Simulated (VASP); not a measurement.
# As (Fm-3m) in VASP: further runs

Runs on As. Level: PBE. Tasks: single point.

Program: VASP 6.6.1. These are calculated values, not measurements. Logs are shortened: lines on timing, memory, paths and dates and some standing lists are left out, and cuts for length are marked.

## 1. The cell of the first run

It takes space group Fm-3m (No. 225, cubic). Conventional cell: a = 3.413 Å, b = 3.413 Å, c = 3.413 Å, α = 90.00°, β = 90.00°, γ = 90.00°. Within 3.2 Å of As (site symmetry m-3m) lie 12 As at 2.41 Å.

## 2. Single point, PBE

INCAR reads:

```
PREC = Accurate
ENCUT = 520
EDIFF = 1E-6
ISMEAR = -1
SIGMA = 0.08
LREAL = False
LASPH = True
NELM = 60
ALGO = Normal
ISIF = 2
LWAVE = False
LCHARG = False
GGA = PE
NBANDS = 8
```

KPOINTS reads:

```
Automatic mesh
0
Gamma
  19 19 19
```

POSCAR reads:

```
As
1.0
    0.0000000000      1.7063288433      1.7063288433
    1.7063288433      0.0000000000      1.7063288433
    1.7063288433      1.7063288433      0.0000000000
As
1
Direct
    0.0000000000      0.0000000000      0.0000000000
```

Potentials or basis: VASP PAW PBE potentials, release 64 (As).

Command:

```sh
$ cat potpaw_PBE.64/As/POTCAR > POTCAR
$ mpirun -np 1 vasp_std > vasp.out
```

OUTCAR:

```text
PREC = Accurate
   ENCUT = 520
   EDIFF = 1E-6
   ISMEAR = -1
   LREAL = False
   LASPH = True
   NELM = 60
   ISIF = 2
   GGA = PE

 ion  position               nearest neighbor table
   1  0.000  0.000  0.000-

  LATTYP: Found a face centered cubic cell.
 ALAT       =     3.4126576866

  Lattice vectors:

 A1 = (   0.0000000000,   1.7063288433,   1.7063288433)
 A2 = (   1.7063288433,   0.0000000000,   1.7063288433)
 A3 = (   1.7063288433,   1.7063288433,   0.0000000000)

Analysis of symmetry for initial positions (statically):
=====================================================================
 Subroutine PRICEL returns:
 Original cell was already a primitive cell.

 Routine SETGRP: Setting up the symmetry group for a
 face centered cubic supercell.

 Subroutine GETGRP returns: Found 48 space group operations
 (whereof 48 operations were pure point group operations)
 out of a pool of 48 trial point group operations.

The static configuration has the point symmetry O_h .

Analysis of symmetry for dynamics (positions and initial velocities):
=====================================================================
 Subroutine PRICEL returns:
 Original cell was already a primitive cell.

 Routine SETGRP: Setting up the symmetry group for a
 face centered cubic supercell.

 Subroutine GETGRP returns: Found 48 space group operations
 (whereof 48 operations were pure point group operations)
 out of a pool of 48 trial point group operations.

The dynamic configuration has the point symmetry O_h .

 Subroutine INISYM returns: Found 48 space group operations
 (whereof 48 operations are pure point group operations),
 and found     1 'primitive' translations

----------------------------------------------------------------------------------------

                                     Primitive cell

  volume of cell :       9.9362

  direct lattice vectors                    reciprocal lattice vectors
     0.000000000  1.706328843  1.706328843    -0.293026753  0.293026753  0.293026753
     1.706328843  0.000000000  1.706328843     0.293026753 -0.293026753  0.293026753
     1.706328843  1.706328843  0.000000000     0.293026753  0.293026753 -0.293026753

  length of vectors
     2.413113392  2.413113392  2.413113392     0.507537224  0.507537224  0.507537224

  position of ions in fractional coordinates (direct lattice)
     0.000000000  0.000000000  0.000000000

  ion indices of the primitive-cell ions
   primitive index   ion index
                 1           1

----------------------------------------------------------------------------------------

 KPOINTS: Automatic mesh

Automatic generation of k-mesh.
 Grid dimensions read from file:
 generate k-points for:   19   19   19

 Generating k-lattice:

  Cartesian coordinates                     Fractional coordinates (reciprocal lattice)
    -0.015422461  0.015422461  0.015422461     0.052631579  0.000000000  0.000000000
     0.015422461 -0.015422461  0.015422461     0.000000000  0.052631579  0.000000000
     0.015422461  0.015422461 -0.015422461     0.000000000  0.000000000  0.052631579

  Length of vectors
     0.026712485  0.026712485  0.026712485

  Shift w.r.t. Gamma in fractional coordinates (k-lattice)
     0.000000000  0.000000000  0.000000000

 Subroutine IBZKPT returns following result:
 ===========================================

 Found    220 irreducible k-points:

 Following reciprocal coordinates:
            Coordinates               Weight
  0.000000  0.000000  0.000000      1.000000
  0.052632  0.000000  0.000000      8.000000
  0.105263  0.000000  0.000000      8.000000
  0.157895  0.000000  0.000000      8.000000
  0.210526  0.000000  0.000000      8.000000
  0.263158  0.000000  0.000000      8.000000
[... 16 lines left out ...]
 -0.315789  0.052632  0.000000     24.000000
 -0.263158  0.052632  0.000000     24.000000
 [... further k-points ...]
   k-points           NKPTS =    220   k-points in BZ     NKDIM =    220   number of bands    NBANDS=      8
   number of dos      NEDOS =    301   number of ions     NIONS =      1
   total plane-waves  NPLWV =   5832
   dimension x,y,z NGX =    18 NGY =   18 NGZ =   18
   dimension x,y,z NGXF=    36 NGYF=   36 NGZF=   36
   ions per type =               1
   NGX,Y,Z   is equivalent  to a cutoff of  12.40, 12.40, 12.40 a.u.
   NGXF,Y,Z  is equivalent  to a cutoff of  24.80, 24.80, 24.80 a.u.
 SYSTEM =  unknown system
   PREC   = accura    normal or accurate (medium, high low for compatibility)
   ISTART =      0    job   : 0-new  1-cont  2-samecut
   ICHARG =      2    charge: 1-file 2-atom 10-const
   ISPIN  =      1    spin polarized calculation?
   LNONCOLLINEAR =      F non collinear calculations
   LSORBIT =      F    spin-orbit coupling
   LASPH  =      T    aspherical Exc in radial PAW
   ENCUT  =  520.0 eV  38.22 Ry    6.18 a.u.   4.49  4.49  4.49*2*pi/ulx,y,z
   NELM   =     60;   NELMIN=  2; NELMDL= -5     # of ELM steps
   EDIFF  = 0.1E-05   stopping-criterion for ELM
   LREAL  =      F    real-space projection
   EDIFFG = 0.1E-04   stopping-criterion for IOM
   NSW    =      0    number of steps for IOM
   IBRION =     -1    ionic relax: 0-MD 1-quasi-New 2-CG
   NFREE  =      0    steps in history (QN), initial steepest desc. (CG)
   ISIF   =      2    stress and relaxation
   ISYM   =      2    0-nonsym 1-usesym 2-fastsym
   POTIM  = 0.5000    time-step for ionic-motion
   TEBEG  =    0.0;   TEEND  =   0.0 temperature during run
   PSTRESS=    0.0 pullay stress
   NELECT =       5.0000    total number of electrons
   NUPDOWN=      -1.0000    fix difference up-down
   EMIN   =  10.00;   EMAX   =-10.00  energy-range for DOS
   EFERMI =   0.00;   METHOD = LEGACY
   ISMEAR =    -1;   SIGMA  =   0.08  broadening in eV -4-tet -1-fermi 0-gaus
   EFERMI_NEDOS =   21; number of points for ismear=-14 and -15
   IALGO  =     38    algorithm
   IMIX   =      4    mixing-type and parameters
     AMIX     =   0.40;   BMIX     =  1.00
     AMIX_MAG =   1.60;   BMIX_MAG =  1.00
  volume/ion in A,a.u.               =       9.94        67.05
  Fermi-wavevector in a.u.,A,eV,Ry     =   1.302143  2.460694 23.069727  1.695577
  Thomas-Fermi vector in A             =   2.433231
   LORBIT       =      0    0 simple, 1 ext, 2 COOP (PROOUT), +10 PAW based schemes
   GGA     = PE    functional components
   LHFCALC =     F    Hartree Fock is set to
   AEXX    =    0.0000 exact exchange contribution
   IVDW    =     0    specifies the selected vdW correction
   LEPSILON=     F    determine dielectric tensor
   LRPA    =     F    only Hartree local field effects (RPA)
 non-spin polarized calculation
  energy-cutoff  :      520.00
  volume of cell :        9.94
 maximum number of plane-waves:       283
 NGX is ok and might be reduce to    18
   NGX =  9   NGY =  9   NGZ =  9

 number of electron       4.9999999 magnetization

 Free energy of the ion-electron system (eV)
  ---------------------------------------------------
  ext. energy  EPLUGINS =         0.00000000
  ---------------------------------------------------
  free energy    TOTEN  =        -0.47835000 eV

  energy without entropy =       -0.46931108  energy(sigma->0) =       -0.47383054

 E-fermi :  16.5650     XC(G=0): -13.8611

 val. band max:       16.4972915897   @ k =  -0.2632   0.2105   0.0526
 cond. band min:      16.5672892793   @ k =  -0.2105   0.2105   0.0526
 fundamental gap:      0.0699976897
 Fermi energy:        16.5649680366

 k-point     1 :       0.0000    0.0000    0.0000
  band No.  band energies     occupation
      1      -6.9189      2.00000
      2      29.3104      0.00000
      3      29.3104      0.00000
      4      29.3104      0.00000
      5      31.9546      0.00000
      6      31.9546      0.00000
      7      31.9546      0.00000
      8      32.7056      0.00000

 k-point     2 :       0.0526    0.0000    0.0000
  band No.  band energies     occupation
      1      -6.8092      2.00000
      2      27.3378      0.00000
      3      28.8644      0.00000
      4      28.8644      0.00000
      5      31.4767      0.00000
      6      32.5518      0.00000
      7      32.5518      0.00000
      8      35.0290      0.00000

 k-point     3 :       0.1053    0.0000    0.0000
  band No.  band energies     occupation
      1      -6.4800      2.00000
      2      24.1410      0.00000
      3      28.0557      0.00000
      4      28.0557      0.00000
      5      31.2977      0.00000
      6      33.7788      0.00000
      7      33.7788      0.00000
      8      37.9670      0.00000

 k-point     4 :       0.1579    0.0000    0.0000
  band No.  band energies     occupation
      1      -5.9303      2.00000
      2      20.8702      0.00000
      3      27.2775      0.00000
      4      27.2775      0.00000
      5      31.1427      0.00000
      6      34.9262      0.00000
      7      34.9262      0.00000
      8      37.3372      0.00000

 k-point     5 :       0.2105    0.0000    0.0000
  band No.  band energies     occupation
      1      -5.1591      2.00000
      2      17.6802      0.00000
      3      26.6219      0.00000
      4      26.6219      0.00000
      5      31.0126      0.00000
      6      34.4817      0.00000
      7      34.4817      0.00000
      8      37.6448      0.00000
[... 177 lines left out ...]
 k-point    22 :      -0.3684    0.0526    0.0000
  band No.  band energies     occupation
      1      -0.8789      2.00000
      2       8.2411      2.00000
      3      23.5613      0.00000
      4      25.9497      0.00000
      5      30.0617      0.00000
      6      30.5582      0.00000
      7      32.5400      0.00000
      8      35.4904      0.00000

 k-point    23 :      -0.3158    0.0526    0.0000
  band No.  band energies     occupation
      1      -2.3942      2.00000
      2      10.8920      2.00000
      3      23.5674      0.00000
      4      26.5750      0.00000
      5      30.8345      0.00000
      6      31.0105      0.00000
      7      32.5896      0.00000
      8      36.4277      0.00000

 k-point    24 :      -0.2632    0.0526    0.0000
  band No.  band energies     occupation
      1      -3.6862      2.00000
      2      13.7281      2.00000
      3      23.7591      0.00000
      4      27.2136      0.00000
      5      31.3862      0.00000
      6      31.8080      0.00000
      7      33.1580      0.00000
      8      37.4165      0.00000

 [... further k-points ...]
[... 5 lines left out ...]
  --------------------------------------------------------------------------------------
  -------------------------------------------------------------------------------------
  Total       14.1092763     14.1092763     14.1092763     -0.0000000      0.0000000     -0.0000000
  in kB     2275.0823832   2275.0823832   2275.0823832     -0.0000000      0.0000000     -0.0000000
  external PRESSURE =    2275.0823832 kB  Pullay stress =       0.0000000 kB

 VOLUME and BASIS-vectors are now :
 -----------------------------------------------------------------------------
  energy-cutoff  :      520.00
  volume of cell :        9.94
      direct lattice vectors                 reciprocal lattice vectors
     0.000000000  1.706328843  1.706328843    -0.293026753  0.293026753  0.293026753
     1.706328843  0.000000000  1.706328843     0.293026753 -0.293026753  0.293026753
     1.706328843  1.706328843  0.000000000     0.293026753  0.293026753 -0.293026753

 POSITION                                       TOTAL-FORCE (eV/Angst)
 -----------------------------------------------------------------------------------
      0.00000      0.00000      0.00000         0.000000      0.000000      0.000000
 -----------------------------------------------------------------------------------
    total drift:                                0.000000     -0.000000      0.000000

  FREE ENERGIE OF THE ION-ELECTRON SYSTEM (eV)
  ---------------------------------------------------
  free  energy   TOTEN  =        -0.4783499958 eV

  energy  without entropy=       -0.4693110768  energy(sigma->0) =       -0.47383054
```

It took 24 s on 1 thread of Intel Xeon 8259CL, shared host; peak memory 0.13 GiB.

Results:

| Quantity | Value |
| --- | --- |
| Free energy | -0.4783 eV |
| Pressure | 227.5 GPa |

Levels at points of the mesh, in eV from the Fermi level:
| k point | band 1 | band 2 | band 3 | band 4 | band 5 | band 6 | band 7 |
| --- | --- | --- | --- | --- | --- | --- | --- |
| (0.00, 0.00, 0.00) | -23.48 | 12.75 | 12.75 | 12.75 | 15.39 | 15.39 | 15.39 |

## 3. Single point, PBE

This run uses another cell than the first one, of 19.34 Å³/atom, 1.947 times its volume.

INCAR reads:

```
SYSTEM = As
PREC = Accurate
ENCUT = 520
EDIFF = 1E-7
ISMEAR = -1
SIGMA = 0.08
LREAL = .False.
LASPH = .True.
NELM = 80
ALGO = Normal
ISIF = 2
LWAVE = .False.
LCHARG = .False.
GGA = PE
NBANDS = 8
```

KPOINTS reads:

```
Automatic mesh
0
Gamma
  16 16 16
  0 0 0
```

POSCAR reads:

```
As
1.0
    0.0000000000      2.1305165577      2.1305165577
    2.1305165577      0.0000000000      2.1305165577
    2.1305165577      2.1305165577      0.0000000000
As
1
Direct
    0.0000000000      0.0000000000      0.0000000000
```

Potentials or basis: VASP PAW PBE potentials, release 64 (As).

Command:

```sh
$ cat potpaw_PBE.64/As/POTCAR > POTCAR
$ mpirun -np 1 vasp_std > vasp.out
```

It took 18 s on 1 thread of Intel Xeon 8259CL, shared host; peak memory 0.15 GiB.

It converged, with:

* Free energy: -4.1328 eV
* Pressure: 0.0 GPa

Levels at points of the mesh, in eV from the Fermi level:
```csv
k point,band 1,band 2,band 3,band 4,band 5,band 6
"(0.00, 0.00, 0.00)",-15.00,5.65,5.65,5.65,12.30,12.30
"(0.50, 0.00, 0.00)",-10.69,-6.63,3.97,3.97,9.64,11.25
"(0.50, 0.50, 0.00)",-8.87,-5.56,0.53,0.53,5.03,5.67
```
